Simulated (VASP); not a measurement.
Write the native input for VASP 6.6.1 that does the following.

| Quantity | Value |
| --- | --- |
| Task | single point |
| Functional | PBE |
| Potentials or basis | VASP PAW PBE potentials, release 64 (Hf_pv) |
| Cutoff | 520 eV |
| k mesh | 13 × 13 × 7 |
| Occupations | fermi-dirac, width 0.05 eV |
| Spin | no spin polarisation |
| Dipole correction | no |
| Further INCAR settings | ALGO = Normal; EDIFF = 1e-06; NBANDS = 17 |

The structure of Hf lies in POSCAR:

```
Hf
1.0
    3.1644064323      0.0000000000      0.0000000000
   -1.5822032162      2.7404563583      0.0000000000
    0.0000000000      0.0000000000      5.0067076179
Hf
2
Direct
    0.3333333333      0.6666666667      0.2500000000
    0.6666666667      0.3333333333      0.7500000000
```

This cell differs from its parent crystal: volume scaled by 0.97.

One way to write it, as run:

INCAR

```
SYSTEM = Hf
ALGO     = Normal         ! electronic algorithm
EDIFF    = 1E-6           ! SCF threshold, eV
ENCUT    = 520            ! plane-wave cutoff, eV
GGA      = PE             ! functional
ISIF     = 2              ! what is computed and relaxed
ISMEAR   = -1             ! smearing method
LASPH    = .TRUE.         ! aspherical terms in the spheres
LCHARG   = .FALSE.        ! write CHGCAR
LREAL    = .FALSE.        ! projectors in reciprocal space
LWAVE    = .FALSE.        ! write WAVECAR
NBANDS   = 17             ! bands
NELM     = 80             ! most SCF steps
PREC     = Accurate       ! precision mode
SIGMA    = 0.05           ! smearing width, eV
```

KPOINTS

```
k-points
0
G
  13 13 7
  0 0 0
```

Potentials or basis: VASP PAW PBE potentials, release 64 (Hf_pv).

Launch:

```console
$ cat potpaw_PBE.64/Hf_pv/POTCAR > POTCAR
$ mpirun -np 1 vasp_std > vasp.out
```

Results of the run:

The pressure is 3.9 GPa and the band gap on the k mesh is zero (band 10 reaches 6.32 eV, above the bottom of band 11 at 4.74 eV).

Caveat: spin-orbit coupling is left out, which moves the levels of the heavy elements.

It took 15 s on 1 thread of Intel(R) Xeon(R) 6975P-C (Granite Rapids) (shared host), peak memory 0.19 GiB.
